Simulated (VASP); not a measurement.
# Be4Te (I-42m) in VASP: a series of runs, part 2 of 2

VASP 6.6.1. Earlier steps stand in the parts before.

## Step 5: Single point, PBE

This run uses another cell than the first one, of 15.72 Å³/atom.

Contents of INCAR:

```
SYSTEM = Be4Te
PREC     = Accurate       ! precision mode
ENCUT    = 520            ! plane-wave cutoff, eV
EDIFF    = 1E-7           ! SCF threshold, eV
ISMEAR   = 0              ! smearing method
SIGMA    = 0.1            ! smearing width, eV
LREAL    = .FALSE.        ! projectors in reciprocal space
LASPH    = .TRUE.         ! aspherical terms in the spheres
NELM     = 60             ! most SCF steps
ALGO     = Normal         ! electronic algorithm
ISIF     = 2              ! what is computed and relaxed
LWAVE    = .FALSE.        ! write WAVECAR
LCHARG   = .FALSE.        ! write CHGCAR
GGA      = PE             ! functional
NBANDS   = 15             ! bands
```

Contents of KPOINTS:

```
Automatic mesh
0
G
  10 10 10
  0 0 0
```

Contents of POSCAR:

```
Be4Te
1.0
   -3.0374973774      3.0374973774      2.1304324986
    3.0374973774     -3.0374973774      2.1304324986
    3.0374973774      3.0374973774     -2.1304324986
Be Te
4 1
Direct
    0.2116235773      0.2116235773      0.5958215777
    0.6158019996      0.6158019996      0.4041784223
    0.7883764227      0.3841980004      0.0000000000
    0.3841980004      0.7883764227      0.0000000000
    0.0000000000      0.0000000000      0.0000000000
```

Run with:

```
$ cat potpaw_PBE.64/Be/POTCAR potpaw_PBE.64/Te/POTCAR > POTCAR
$ mpirun -np 1 vasp_std > vasp.out
```

Run time: 2.3 min. Hardware: 1 thread of Intel Xeon Platinum 8259CL at 2.50GHz (Skylake/Cascade Lake), shared host; peak memory 0.27 GiB.

The run converged. Its results:

| Property | Result |
| --- | --- |
| Free energy | -12.8941 eV |
| Pressure | 0.1 GPa |
| Largest force | 0.006 eV/Å |
| Band gap on the k mesh | zero (bands 7 and 8 overlap by 4.13 eV) |

Forces on the atoms (eV/Å):
```
Be  -0.001 -0.001  0.006
Be   0.001  0.001  0.006
Be  -0.001  0.001 -0.006
Be   0.001 -0.001 -0.006
Te   0.000  0.000  0.000
```

Levels at points of the mesh, in eV from the Fermi level:
| k point | band 3 | band 4 | band 5 | band 6 | band 7 | band 8 | band 9 | band 10 | band 11 | band 12 |
| --- | --- | --- | --- | --- | --- | --- | --- | --- | --- | --- |
| (0.00, 0.00, 0.00) | -5.12 | -3.65 | -2.94 | -2.05 | -0.87 | -0.87 | -0.44 | 2.03 | 2.03 | 3.53 |
| (0.50, 0.00, 0.00) | -5.68 | -5.46 | -2.91 | -2.77 | 0.58 | 1.38 | 1.81 | 2.95 | 3.33 | 4.01 |
| (0.50, 0.50, 0.00) | -4.74 | -4.47 | -2.41 | -1.00 | -0.91 | 0.39 | 1.02 | 1.99 | 2.98 | 4.03 |
| (0.50, 0.50, 0.50) | -6.97 | -5.10 | -3.07 | -2.50 | 2.57 | 2.97 | 2.97 | 3.14 | 4.11 | 4.20 |

Caveat: spin-orbit coupling is left out, which moves the levels of the heavy elements.

## Step 6: Relaxation of cell and atoms, PBE

This run uses another cell than the first one, of 15.42 Å³/atom.

Contents of INCAR:

```
SYSTEM = Be4Te
PREC = Accurate
ENCUT = 600
EDIFF = 1E-6
ISMEAR = 0
SIGMA = 0.1
LREAL = .False.
LASPH = .True.
NELM = 100
ALGO = Fast
ISIF = 3
LWAVE = .False.
LCHARG = .False.
GGA = PE
IBRION = 2
NSW = 100
EDIFFG = -0.01
```

Contents of KPOINTS:

```
Automatic mesh
0
Gamma
  10 10 10
  0 0 0
```

Contents of POSCAR:

```
Be4Te
1.0
   -2.9448999542      2.9448999542      2.2231077450
    2.9448999542     -2.9448999542      2.2231077450
    2.9448999542      2.9448999542     -2.2231077450
Be Te
4 1
Direct
    0.2306006686      0.2306006686      0.6091435320
    0.6214571366      0.6214571366      0.3908564680
    0.7693993314      0.3785428634      0.0000000000
    0.3785428634      0.7693993314      0.0000000000
    0.0000000000      0.0000000000      0.0000000000
```

Potentials or basis: VASP PAW PBE potentials, release 64 (Be, Te).

Run with:

```
$ cat potpaw_PBE.64/Be/POTCAR potpaw_PBE.64/Te/POTCAR > POTCAR
$ mpirun -np 1 vasp_std > vasp.out
```

OUTCAR:

```text
SYSTEM = Be4Te
   PREC = Accurate
   ENCUT = 600
   EDIFF = 1E-6
   ISMEAR = 0
   LREAL = .False.
   LASPH = .True.
   NELM = 100
   ISIF = 3
   GGA = PE
   IBRION = 2
   NSW = 100
   EDIFFG = -0.01

 ion  position               nearest neighbor table
   1  0.231  0.231  0.609-   5 2.50   5 2.56   5 3.03
   2  0.621  0.621  0.391-   5 2.50   5 2.56   5 3.03
   3  0.769  0.379  0.000-   5 2.50   5 2.56   5 3.03
   4  0.379  0.769  0.000-   5 2.50   5 2.56   5 3.03
   5  0.000  0.000  0.000-   2 2.50   1 2.50   3 2.50   4 2.50   4 2.56   2 2.56   1 2.56   3 2.56
                             1 3.03   3 3.03   4 3.03   2 3.03

  LATTYP: Found a body centered tetragonal cell.
 ALAT       =     5.8897999084
 C/A-ratio  =     0.7549009405

  Lattice vectors:

 A1 = (  -2.9448999542,   2.9448999542,   2.2231077450)
 A2 = (   2.9448999542,  -2.9448999542,   2.2231077450)
 A3 = (   2.9448999542,   2.9448999542,  -2.2231077450)

Analysis of symmetry for initial positions (statically):
=====================================================================
 Subroutine PRICEL returns:
 Original cell was already a primitive cell.

 Routine SETGRP: Setting up the symmetry group for a
 body centered tetragonal supercell.

 Subroutine GETGRP returns: Found  8 space group operations
 (whereof  8 operations were pure point group operations)
 out of a pool of 16 trial point group operations.

The static configuration has the point symmetry D_2d.

Analysis of symmetry for dynamics (positions and initial velocities):
=====================================================================
 Subroutine PRICEL returns:
 Original cell was already a primitive cell.

 Routine SETGRP: Setting up the symmetry group for a
 body centered tetragonal supercell.

 Subroutine GETGRP returns: Found  8 space group operations
 (whereof  8 operations were pure point group operations)
 out of a pool of 16 trial point group operations.

[... 154 lines left out ...]
  ---------------------------------------------------
  free energy    TOTEN  =       -12.86432526 eV

  energy without entropy =      -12.85414551  energy(sigma->0) =      -12.85923538

------------------------ aborting loop because EDIFF is reached ----------------------------------------

  FORCE on cell =-STRESS in cart. coord.  units (eV):
  Direction    XX          YY          ZZ          XY          YZ          ZX
  --------------------------------------------------------------------------------------
  -------------------------------------------------------------------------------------
  Total        0.3609406      0.3609406     -0.4920226      0.0000000      0.0000000      0.0000000
  in kB        7.4986792      7.4986792    -10.2219562      0.0000000      0.0000000      0.0000000
  external PRESSURE =       1.5918007 kB  Pullay stress =       0.0000000 kB
[... 98 lines left out ...]
  FREE ENERGIE OF THE ION-ELECTRON SYSTEM (eV)
  ---------------------------------------------------
  free  energy   TOTEN  =       -12.8804876760 eV

  energy  without entropy=      -12.8721696316  energy(sigma->0) =      -12.87632865

[... ionic steps 4 to 18 ...]

--------------------------------------- Ionic step       19  -------------------------------------------

 number of electron      13.9999999 magnetization

------------------------ aborting loop because EDIFF is reached ----------------------------------------
[... 73 lines left out ...]
--------------------------------------- Ionic step       21  -------------------------------------------

 number of electron      13.9999999 magnetization

 Free energy of the ion-electron system (eV)
  ---------------------------------------------------
  ext. energy  EPLUGINS =         0.00000000
  ---------------------------------------------------
  free energy    TOTEN  =       -12.89421983 eV

  energy without entropy =      -12.88659653  energy(sigma->0) =      -12.89040818

 E-fermi :   5.2682     XC(G=0):  -9.2973

 val. band max:        5.2647207881   @ k =  -0.2000   0.3000   0.2000
 cond. band min:       5.2798657435   @ k =   0.4000   0.2000   0.0000
 fundamental gap:      0.0151449554
 Fermi energy:         5.2681637115

 k-point     1 :       0.0000    0.0000    0.0000
  band No.  band energies     occupation
      1      -8.3778      2.00000
      2       0.1589      2.00000
      3       0.1589      2.00000
      4       1.6400      2.00000
      5       2.3281      2.00000
      6       3.2093      2.00000
      7       4.4078      2.00000
      8       4.4078      2.00000
      9       4.8225      2.00000
     10       7.2836      0.00000
     11       7.2836      0.00000
[... 309 lines left out ...]
 k-point    24 :       0.4000    0.3000    0.0000
  band No.  band energies     occupation
      1      -7.7824      2.00000
      2      -1.7200      2.00000
      3      -1.4930      2.00000
      4      -0.0062      2.00000
      5       2.8338      2.00000
      6       4.5825      2.00000
      7       5.2522      1.17814
      8       5.7269      0.00000
      9       6.4062      0.00000
     10       8.1135      0.00000
     11       9.3557      0.00000

 [... further k-points ...]
[... 5 lines left out ...]
  --------------------------------------------------------------------------------------
  -------------------------------------------------------------------------------------
  Total       -0.0146062     -0.0146062      0.0032359      0.0000000     -0.0000000      0.0000000
  in kB       -0.2969216     -0.2969216      0.0657804      0.0000000     -0.0000000      0.0000000
  external PRESSURE =      -0.1760209 kB  Pullay stress =       0.0000000 kB
[... 20 lines left out ...]
  FREE ENERGIE OF THE ION-ELECTRON SYSTEM (eV)
  ---------------------------------------------------
  free  energy   TOTEN  =       -12.8942198257 eV

  energy  without entropy=      -12.8865965274  energy(sigma->0) =      -12.89040818

 reached required accuracy - stopping structural energy minimisation
```

OSZICAR:

```text
N       E                     dE             d eps       ncg     rms          rms(c)
DAV:   1     0.295955548355E+02    0.29596E+02   -0.56241E+03  2244   0.113E+03
DAV:   2    -0.107817673618E+02   -0.40377E+02   -0.38056E+02  2959   0.154E+02
[... 154 lines left out ...]
  20 F= -.12894171E+02 E0= -.12890386E+02  d E =0.284718E-04
       N       E                     dE             d eps       ncg     rms          rms(c)
DAV:   1    -0.128942868757E+02   -0.11524E-03   -0.26646E-03  2346   0.350E-01    0.363E-02
RMM:   2    -0.128942285157E+02    0.58360E-04   -0.13452E-04  2244   0.977E-02    0.196E-02
RMM:   3    -0.128942191199E+02    0.93959E-05   -0.65412E-05  2244   0.475E-02    0.116E-02
RMM:   4    -0.128942198257E+02   -0.70588E-06   -0.66163E-06  2157   0.238E-02
  21 F= -.12894220E+02 E0= -.12890408E+02  d E =-.205966E-04
```

It took 22 min on 1 thread of Intel Xeon Platinum 8259CL at 2.50GHz (Skylake/Cascade Lake), shared host; peak memory 0.33 GiB.

What came out:

```yaml
Free_energy: -12.8942 eV
Relaxed_volume: 15.76 Å³/atom
Relaxed_cell: a = 4.800 Å, b = 4.800 Å, c = 4.800 Å, α = 101.35°, β = 101.35°, γ = 127.32°
Space_group_after_relaxing_to_0.1_Å: I-42m (No. 121)
Energy_gained_by_relaxing: 6.0 meV/atom
Ionic_steps: 21
Pressure_after_relaxing: 0.0 GPa
Largest_force_after_relaxing: 0.004 eV/Å
Band_gap_on_the_k_mesh: zero (bands 7 and 8 overlap by 4.09 eV)
```

Forces in eV/Å, atoms in the order of the input:
```
Be   0.000  0.000 -0.004
Be   0.000  0.000 -0.004
Be   0.000  0.000  0.004
Be   0.000  0.000  0.004
Te   0.000  0.000  0.000
```

Step by step:
```tsv
step	energy change (eV)	largest force (eV/Å)	pressure (GPa)	volume (Å³)
1	0.0000	0.0422	0.16	77.12
2	-0.0050	0.0569	0.09	77.29
3	-0.0162	0.1017	-0.05	77.78
4	-0.0133	0.1778	0.09	78.66
5	-0.0193	0.1391	-0.03	78.19
6	-0.0241	0.0897	-0.08	78.36
7	-0.0266	0.0460	-0.10	78.56
8	-0.0270	0.0389	-0.09	78.65
9	-0.0271	0.0388	-0.09	78.69
10	-0.0279	0.0324	0.05	78.48
11	-0.0285	0.0235	0.30	78.10
12	-0.0289	0.0214	0.19	78.23
13	-0.0292	0.0181	0.00	78.46
14	-0.0294	0.0111	0.00	78.49
15	-0.0295	0.0144	0.00	78.58
16	-0.0296	0.0135	0.00	78.60
17	-0.0298	0.0103	0.02	78.65
18	-0.0299	0.0032	0.05	78.76
19	-0.0299	0.0048	0.04	78.73
20	-0.0298	0.0072	-0.11	78.94
21	-0.0299	0.0040	-0.02	78.81
```

Final structure:
```
Be Te
1.0
    -3.04178    3.04178    2.12956
     3.04178   -3.04178    2.12956
     3.04178    3.04178   -2.12956
Be Te
4 1
Direct
  0.21298 0.21298 0.59597
  0.61700 0.61700 0.40403
  0.78702 0.38299 0.00000
  0.38299 0.78702 0.00000
  0.00000 0.00000 0.00000
```

Levels at points of the mesh, in eV from the Fermi level:
| k point | band 4 | band 5 | band 6 | band 7 | band 8 | band 9 | band 10 | band 11 |
| --- | --- | --- | --- | --- | --- | --- | --- | --- |
| (0.00, 0.00, 0.00) | -3.63 | -2.94 | -2.06 | -0.86 | -0.86 | -0.45 | 2.02 | 2.02 |
| (0.50, 0.00, 0.00) | -5.45 | -2.90 | -2.77 | 0.58 | 1.37 | 1.81 | 2.94 | 3.32 |
| (0.50, 0.50, 0.00) | -4.46 | -2.41 | -0.99 | -0.92 | 0.38 | 1.02 | 1.98 | 2.97 |
| (0.50, 0.50, 0.50) | -5.08 | -3.05 | -2.47 | 2.53 | 2.97 | 2.97 | 3.16 | 4.11 |

Caveat: spin-orbit coupling is left out, which moves the levels of the heavy elements.

## Step 7: The runs side by side

```csv
task,cell,k mesh,cutoff (eV),gap on the mesh (eV),pressure (GPa),relaxed volume (Å³/atom),largest force (eV/Å)
single point,"a = 4.517 Å, angles 102.6, 102.6, 124.3°, 5 atoms, atomic positions A",6 × 6 × 6,520,none,18.9,-,2.67
single point,"a = 4.721 Å, angles 102.8, 102.8, 123.8°, 5 atoms, atomic positions B",6 × 6 × 6,520,none,0.1,-,0.03
relaxation of cell and atoms,"relaxed from a = 4.517 Å, angles 102.6, 102.6, 124.3°, 5 atoms, atomic positions A",6 × 6 × 6,600,none,0.1,15.37,0.04
single point,"a = 4.795 Å, angles 101.4, 101.4, 127.2°, 5 atoms, atomic positions C",10 × 10 × 10,520,none,0.1,-,0.01
relaxation of cell and atoms,"relaxed from a = 4.721 Å, angles 102.8, 102.8, 123.8°, 5 atoms, atomic positions B",10 × 10 × 10,600,none,0.0,15.76,-
```

Alike in all rows: level PBE; potentials or basis VASP PAW PBE potentials, release 64 (Be, Te); no spin polarisation; smearing gaussian 0.1 eV.

Caveats: spin-orbit coupling is left out, which moves the levels of the heavy elements; the cell stands under pressure (at least some runs); forces of over 1 eV/Å act on the atoms, so gaps and moduli don't describe the material at rest (at least some runs).

Total energies depend on the potentials used, so only differences within one code and one set of settings carry meaning.
